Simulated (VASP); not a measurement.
# PbO2 (P4_2/mnm) in VASP: further runs, part 2 of 2

VASP 6.6.1. Earlier steps stand in the parts before.

## (4) Single point, PBEsol

This run uses another cell than the first one, of 13.29 Å³/atom.

File INCAR:

```
PREC = Accurate
ENCUT = 520
EDIFF = 1E-6
ISMEAR = -1
SIGMA = 0.05
LREAL = F
LASPH = T
NELM = 100
ALGO = Normal
ISIF = 2
LWAVE = F
LCHARG = T
GGA = PS
LELF = T
LVHAR = T
NBANDS = 35
```

File KPOINTS:

```
Automatic mesh
0
Gamma
  6 6 8
```

File POSCAR:

```
PbO2
1.0
    4.8438883480      0.0000000000      0.0000000000
    0.0000000000      4.8438883480      0.0000000000
    0.0000000000      0.0000000000      3.3974259250
Pb O
2 4
Direct
    0.5000000000      0.5000000000      0.5000000000
    0.0000000000      0.0000000000      0.0000000000
    0.6928642908      0.6928642908      0.0000000000
    0.8071357092      0.1928642908      0.5000000000
    0.1928642908      0.8071357092      0.5000000000
    0.3071357092      0.3071357092      0.0000000000
```

Potentials or basis: VASP PAW PBE potentials, release 64 (Pb_d, O).

Launch:

```bash
cat potpaw_PBE.64/Pb_d/POTCAR potpaw_PBE.64/O/POTCAR > POTCAR
mpirun -np 1 vasp_std > vasp.out
```

OUTCAR:

```text
PREC = Accurate
   ENCUT = 520
   EDIFF = 1E-6
   ISMEAR = -1
   LREAL = F
   LASPH = T
   NELM = 100
   ISIF = 2
   GGA = PS

 ion  position               nearest neighbor table
   1  0.500  0.500  0.500-   4 2.10   5 2.10   3 2.15   6 2.15   3 2.15   6 2.15   2 3.82   2 3.82
                             2 3.82   2 3.82   2 3.82   2 3.82   2 3.82   2 3.82
   2  0.000  0.000  0.000-   3 2.10   6 2.10   5 2.15   4 2.15   4 2.15   5 2.15   1 3.82   1 3.82
                             1 3.82   1 3.82   1 3.82   1 3.82   1 3.82   1 3.82
   3  0.693  0.693  0.000-   2 2.10   1 2.15   1 2.15
   4  0.807  0.193  0.500-   1 2.10   2 2.15   2 2.15
   5  0.193  0.807  0.500-   1 2.10   2 2.15   2 2.15
   6  0.307  0.307  0.000-   2 2.10   1 2.15   1 2.15

  LATTYP: Found a simple tetragonal cell.
 ALAT       =     4.8438883480
 C/A-ratio  =     0.7013840289

  Lattice vectors:

 A1 = (   4.8438883480,   0.0000000000,   0.0000000000)
 A2 = (   0.0000000000,   4.8438883480,   0.0000000000)
 A3 = (   0.0000000000,   0.0000000000,   3.3974259250)

Analysis of symmetry for initial positions (statically):
=====================================================================
 Subroutine PRICEL returns:
 Original cell was already a primitive cell.

 Routine SETGRP: Setting up the symmetry group for a
 simple tetragonal supercell.

 Subroutine GETGRP returns: Found 16 space group operations
 (whereof  8 operations were pure point group operations)
 out of a pool of 16 trial point group operations.

The static configuration has the point symmetry D_2h.
 The point group associated with its full space group is D_4h.

Analysis of symmetry for dynamics (positions and initial velocities):
=====================================================================
 Subroutine PRICEL returns:
 Original cell was already a primitive cell.

 Routine SETGRP: Setting up the symmetry group for a
 simple tetragonal supercell.

[... 128 lines left out ...]
   ISMEAR =    -1;   SIGMA  =   0.05  broadening in eV -4-tet -1-fermi 0-gaus
   EFERMI_NEDOS =   21; number of points for ismear=-14 and -15
   IALGO  =     38    algorithm
   IMIX   =      4    mixing-type and parameters
     AMIX     =   0.40;   BMIX     =  1.00
     AMIX_MAG =   1.60;   BMIX_MAG =  1.00
  volume/ion in A,a.u.               =      13.29        89.66
  Fermi-wavevector in a.u.,A,eV,Ry     =   1.419809  2.683050 27.427400  2.015857
  Thomas-Fermi vector in A             =   2.540790
   LORBIT       =      0    0 simple, 1 ext, 2 COOP (PROOUT), +10 PAW based schemes
   GGA     = PS    functional components
   LHFCALC =     F    Hartree Fock is set to
   AEXX    =    0.0000 exact exchange contribution
   IVDW    =     0    specifies the selected vdW correction
   LEPSILON=     F    determine dielectric tensor
   LRPA    =     F    only Hartree local field effects (RPA)
 non-spin polarized calculation
  energy-cutoff  :      520.00
  volume of cell :       79.71
 maximum number of plane-waves:      2184
   NGX = 19   NGY = 19   NGZ = 13

 number of electron      51.9999990 magnetization

 Free energy of the ion-electron system (eV)
  ---------------------------------------------------
  ext. energy  EPLUGINS =         0.00000000
  ---------------------------------------------------
  free energy    TOTEN  =       -33.89203771 eV

  energy without entropy =      -33.89028422  energy(sigma->0) =      -33.89116096

 E-fermi :   4.8771     XC(G=0): -11.2362

 val. band max:        4.8406834713   @ k =   0.0000   0.0000   0.0000
 cond. band min:       5.0657341020   @ k =   0.1667   0.0000   0.0000
 fundamental gap:      0.2250506308
 Fermi energy:         4.8771026972

 k-point     1 :       0.0000    0.0000    0.0000
  band No.  band energies     occupation
      1     -13.8432      2.00000
      2     -13.6297      2.00000
      3     -11.8013      2.00000
      4     -11.8013      2.00000
      5     -10.7871      2.00000
      6     -10.5159      2.00000
[... 901 lines left out ...]
     34      16.6077      0.00000
     35      17.2009      0.00000

 [... further k-points ...]
[... 5 lines left out ...]
  --------------------------------------------------------------------------------------
  -------------------------------------------------------------------------------------
  Total        5.1110327      5.1110327      5.1873381     -0.0000000      0.0000000      0.0000000
  in kB      102.7261470    102.7261470    104.2598006     -0.0000000      0.0000000      0.0000000
  external PRESSURE =     103.2373649 kB  Pullay stress =       0.0000000 kB

 VOLUME and BASIS-vectors are now :
 -----------------------------------------------------------------------------
  energy-cutoff  :      520.00
  volume of cell :       79.71
      direct lattice vectors                 reciprocal lattice vectors
     4.843888348  0.000000000  0.000000000     0.206445716  0.000000000  0.000000000
     0.000000000  4.843888348  0.000000000     0.000000000  0.206445716  0.000000000
     0.000000000  0.000000000  3.397425925     0.000000000  0.000000000  0.294340487

 POSITION                                       TOTAL-FORCE (eV/Angst)
 -----------------------------------------------------------------------------------
      2.42194      2.42194      1.69871         0.000000     -0.000000     -0.000000
      0.00000      0.00000      0.00000         0.000000     -0.000000     -0.000000
      3.35616      3.35616      0.00000         0.007849      0.007849      0.000000
      3.90968      0.93421      1.69871        -0.007849      0.007849      0.000000
      0.93421      3.90968      1.69871         0.007849     -0.007849     -0.000000
      1.48773      1.48773      0.00000        -0.007849     -0.007849     -0.000000
 -----------------------------------------------------------------------------------
    total drift:                                0.000000      0.000000      0.000000

  FREE ENERGIE OF THE ION-ELECTRON SYSTEM (eV)
  ---------------------------------------------------
  free  energy   TOTEN  =       -33.8920377062 eV

  energy  without entropy=      -33.8902842159  energy(sigma->0) =      -33.89116096
```

OSZICAR:

```text
N       E                     dE             d eps       ncg     rms          rms(c)
DAV:   1     0.692035224768E+03    0.69204E+03   -0.25938E+04  3508   0.184E+03
DAV:   2     0.549599843986E+02   -0.63708E+03   -0.60363E+03  3843   0.510E+02
DAV:   3    -0.344179485140E+02   -0.89378E+02   -0.86676E+02  4116   0.208E+02
DAV:   4    -0.389630812061E+02   -0.45451E+01   -0.45047E+01  4448   0.491E+01
DAV:   5    -0.391188633488E+02   -0.15578E+00   -0.15542E+00  4599   0.918E+00    0.132E+01
DAV:   6    -0.339254594729E+02    0.51934E+01   -0.15037E+01  5361   0.504E+01    0.418E+00
DAV:   7    -0.339473832873E+02   -0.21924E-01   -0.15561E+00  3879   0.840E+00    0.268E+00
DAV:   8    -0.339151893624E+02    0.32194E-01   -0.33927E-01  5566   0.586E+00    0.109E+00
DAV:   9    -0.338909493254E+02    0.24240E-01   -0.71983E-02  5450   0.376E+00    0.110E-01
DAV:  10    -0.338920914827E+02   -0.11422E-02   -0.87179E-03  3916   0.511E-01    0.105E-01
DAV:  11    -0.338920496419E+02    0.41841E-04   -0.25087E-04  5645   0.141E-01    0.381E-02
DAV:  12    -0.338920417204E+02    0.79215E-05   -0.29080E-05  5241   0.435E-02    0.165E-02
DAV:  13    -0.338920374197E+02    0.43007E-05   -0.16375E-05  4896   0.567E-02    0.444E-03
DAV:  14    -0.338920377062E+02   -0.28647E-06   -0.17515E-06  2632   0.160E-02
   1 F= -.33892038E+02 E0= -.33891161E+02  d E =-.175349E-02
```

Wall time 3.6 min (1 thread of Intel Xeon 8259CL, shared host); peak memory 0.25 GiB.

Results:

- Free energy: -33.8920 eV
- Pressure: 10.3 GPa
- Largest force: 0.011 eV/Å

Forces on the atoms (eV/Å):
```
Pb   0.000  0.000  0.000
Pb   0.000  0.000  0.000
O    0.008  0.008  0.000
O   -0.008  0.008  0.000
O    0.008 -0.008  0.000
O   -0.008 -0.008  0.000
```

Stress tensor (GPa, compression positive):
```
10.27  0.00  0.00
 0.00 10.27  0.00
 0.00  0.00 10.43
```

Levels at points of the mesh, in eV from the Fermi level:
```csv
k point,band 24,band 25,band 26,band 27,band 28,band 29
"(0.00, 0.00, 0.00)",-0.70,-0.68,-0.68,-0.04,4.50,5.74
"(0.50, 0.00, 0.00)",-0.75,-0.50,-0.50,2.81,2.81,6.38
"(0.50, 0.50, 0.00)",-0.76,-0.59,-0.59,3.17,3.17,6.83
"(0.00, 0.00, 0.50)",-1.37,-0.97,-0.97,4.12,4.12,9.11
"(0.50, 0.00, 0.50)",-0.98,-0.16,-0.16,4.51,4.51,7.61
"(0.50, 0.50, 0.50)",-0.83,-0.65,-0.65,3.11,3.11,8.36
```

Caveat: the cell stands under pressure; the PAW data sets were made with another functional, which shifts forces and pressure a little; spin-orbit coupling is left out, which moves the levels of the heavy elements.

## (5) The runs side by side

```csv
cell,gap on the mesh (eV),pressure (GPa)
"a = 4.638, b = 4.638, c = 3.386 Å, 6 atoms",none,30.4
"a = 4.731, b = 4.731, c = 3.389 Å, 6 atoms",none,20.3
"a = 4.844, b = 4.844, c = 3.397 Å, 6 atoms",-,10.3
```

Alike in all rows: task single point; level PBEsol; potentials or basis VASP PAW PBE potentials, release 64 (Pb_d, O); no spin polarisation; k mesh 6 × 6 × 8; cutoff (eV) 520; smearing fermi-dirac 0.05 eV.

Caveats: the cell stands under pressure; the PAW data sets were made with another functional, which shifts forces and pressure a little; spin-orbit coupling is left out, which moves the levels of the heavy elements; semilocal functionals underestimate gaps, so a narrow gap can read as zero (at least some runs).

Total energies depend on the potentials used, so only differences within one code and one set of settings carry meaning.
